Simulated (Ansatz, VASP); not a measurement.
# Sn in VASP and in Ansatz

File POSCAR:

```
Sn
1.0
    3.1694263317      0.0000000000      0.0000000000
    0.0000000000      3.1694263317      0.0000000000
    0.0000000000      0.0000000000      3.1694263317
Sn
1
Direct
    0.0000000000      0.0000000000      0.0000000000
```

File INCAR.step1:

```
  PREC = Accurate
  ENCUT = 520
  ISMEAR = -1
  SIGMA = 0.1
  LREAL = F
  LASPH = T
  NELM = 80
  NBANDS = 13
  GGA = PE
  ALGO = Normal
  EDIFF = 1E-4
  LWAVE = T
  LCHARG = F
```

The input INCAR.step2:

```
  PREC = Accurate
  ENCUT = 520
  EDIFF = 1E-6
  ISMEAR = -1
  SIGMA = 0.1
  LREAL = F
  LASPH = T
  NELM = 80
  ALGO = Normal
  ISIF = 2
  LWAVE = F
  LCHARG = T
  METAGGA = R2SCAN
  LMIXTAU = T
  LELF = T
  LVHAR = T
  NBANDS = 13
  ISTART = 1
```

Contents of KPOINTS:

```
Automatic mesh
0
Gamma
  12 12 12
```

Input for Ansatz:

```yaml
crystal:
  lattice:
    - [3.1694263317, 0.0, 0.0]
    - [0.0, 3.1694263317, 0.0]
    - [0.0, 0.0, 3.1694263317]
  atoms:
    - { symbol: Sn, position: [0.0, 0.0, 0.0] }
hamiltonian:
  xc: r2scan
  pseudopotentials:
    kind: paw
    azcp:
      Sn: "pseudopotentials/Sn.paw.azcp"
basis:
  ecutwfc: 500
  fft_grid_basis: typed
kpoints:
  mp_grid: { grid: [12, 12, 12], shift: [0, 0, 0] }
magnetization:
  spin_polarized: false
scf:
  occupations: { method: fermi_dirac, width: 0.1 }
  lower_state_search: "off"
output:
  stress: true
```

Alike in both runs: task single point; functional r2SCAN; k mesh 12 × 12 × 12; occupations fermi-dirac, width 0.1 eV; no spin polarisation.

```csv
,VASP,Ansatz
version,VASP 6.6.1,Ansatz 0.2.0
potentials or method,"VASP PAW PBE potentials, release 64 (Sn_d), cutoff 520 eV","plane waves (500 eV) with PAW, scalar-relativistic"
valence electrons in the cell,14,14
```

|  | VASP | Ansatz | Ansatz less VASP |
| --- | --- | --- | --- |
| pressure (GPa) | -4.4 | -4.3 | +0.04 |

VASP's potentials were made for PBE, not for r2SCAN. With one functional, cell and mesh, what is left measures potentials, basis and numerics.
